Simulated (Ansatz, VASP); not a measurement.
# Two plane-wave programs on B2SbI3

INCAR

```
PREC = Accurate ; ENCUT = 600
EDIFF = 1E-7 ; ISMEAR = 0
SIGMA = 0.1 ; LREAL = F
LASPH = T ; NELM = 60
ALGO = Normal ; ISIF = 3
LWAVE = F ; LCHARG = F
GGA = PE ; IBRION = 2
NSW = 90 ; EDIFFG = -0.04
```

Contents of KPOINTS:

```
regular mesh
0
Gamma
  4 4 2
```

The input POSCAR:

```
B2SbI3
1.0
    5.2018275400      0.0000000000      0.0000000000
    0.0000000000      5.2018275400      0.0000000000
    0.0000000000      0.0000000000      7.8395389600
B Sb I
2 1 3
Direct
    0.0000000000      0.5000000000      0.0000000000
    0.5000000000      0.0000000000      0.0000000000
    0.0000000000      0.0000000000      0.5000000000
    0.5000000000      0.5000000000      0.0000000000
    0.0000000000      0.0000000000      0.1989991000
    0.0000000000      0.0000000000      0.8010009000
```

Input for Ansatz:

```yaml
crystal:
  lattice:
    - [5.20182754, 0.0, 0.0]
    - [0.0, 5.20182754, 0.0]
    - [0.0, 0.0, 7.83953896]
  atoms:
    - { symbol: B, position: [0.0, 0.5, 0.0] }
    - { symbol: B, position: [0.5, 0.0, 0.0] }
    - { symbol: Sb, position: [0.0, 0.0, 0.5] }
    - { symbol: I, position: [0.5, 0.5, 0.0] }
    - { symbol: I, position: [0.0, 0.0, 0.1989991] }
    - { symbol: I, position: [0.0, 0.0, 0.8010009] }
basis:
  ecutwfc: 420
kpoints:
  mp_grid: { grid: [4, 4, 2] }
hamiltonian:
  xc: pbe
scf:
  occupations: { method: gaussian, width: 0.1 }
  lower_state_search: "off"
output:
  forces: true
  stress: true
  eigenvalues: true
relax:
  adjacent_minimum: "off"
  f_tol: 0.04
  max_steps: 70
  cell: { stress_tol: 0.4 }
```

Alike in both runs: task relaxation of cell and atoms; functional PBE; k mesh 4 × 4 × 2; occupations gaussian, width 0.1 eV; no spin polarisation.

|  | VASP | Ansatz |
| --- | --- | --- |
| version | VASP 6.6.1 | Ansatz 0.2.0 |
| potentials or method | VASP PAW PBE potentials, release 64 (B, Sb, I), cutoff 600 eV | scalar-relativistic, plane waves, PAW |
| valence electrons in the cell | 32 | 72 |

Ansatz gave:

| Property | Result |
| --- | --- |
| gap on the k mesh at the Fermi level, each at its own relaxed structure (eV) | none |
| relaxed volume (Å³/atom) | 36.30 |
| relaxed length of the cell vector where the two differ most in proportion (Å) | 10.000 |

Task: Which values does VASP return?

Result: gap on the k mesh at the Fermi level, each at its own relaxed structure (eV): none; relaxed volume (Å³/atom): 35.92; relaxed length of the cell vector where the two differ most in proportion (Å): 9.951.

A gap of «none» marks a metal or a gap that the smearing closes. VASP's potentials hold 32 valence electrons a cell and Ansatz's 72, so a difference there can come from the potentials and not from the codes.

The k mesh is coarse, so the values compare programs but aren't converged. Spin-orbit coupling is off throughout.
